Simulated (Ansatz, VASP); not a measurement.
**PtS2 in VASP and in Ansatz**

```
Pt S
1.0
     3.35385   -0.03887    0.14173
    -1.71059    2.96283   -0.00001
     0.20155    0.11635    4.91454
Pt S
1 2
Direct
  0.00000 0.98647 0.00000
  0.32047 0.66700 0.24086
  0.67953 0.34653 0.75914
```

Alike in both runs: task single point; functional PBE; k mesh 12 × 12 × 8; occupations gaussian, width 0.05 eV; no spin polarisation.

|  | VASP | Ansatz |
| --- | --- | --- |
| version | VASP 6.6.1 | Ansatz 0.2.0 |
| potentials or method | VASP PAW PBE potentials, release 64 (Pt, S), cutoff 520 eV | scalar-relativistic, plane waves, PAW |
| valence electrons in the cell | 22 | 30 |

VASP gave:

```
gap on the k mesh at the Fermi level (eV)                     : 0.58
least direct gap on the mesh (eV)                             : 0.75
pressure (GPa)                                                : 34.6
traceless stress, the component that is largest in VASP (GPa) : -12.55
rms of the force components (eV/Å)                            : 1.473
```

Problem. Which values does Ansatz return?

Solution. gap on the k mesh at the Fermi level (eV): 0.56; least direct gap on the mesh (eV): 0.73; pressure (GPa): 35.2; traceless stress, the component that is largest in VASP (GPa): -12.61; rms of the force components (eV/Å): 1.497.

Atom by atom the forces differ by 0.028 eV/Å (rms over components). Both programs put the cell under a high pressure, so it lies far from rest at this level. With one functional, cell and mesh, what is left measures potentials, basis and numerics. VASP's potentials hold 22 valence electrons a cell and Ansatz's 30, so a difference there can come from the potentials and not from the codes. Ansatz's warnings: near symmetry operations not taken.

Spin-orbit coupling is off throughout.
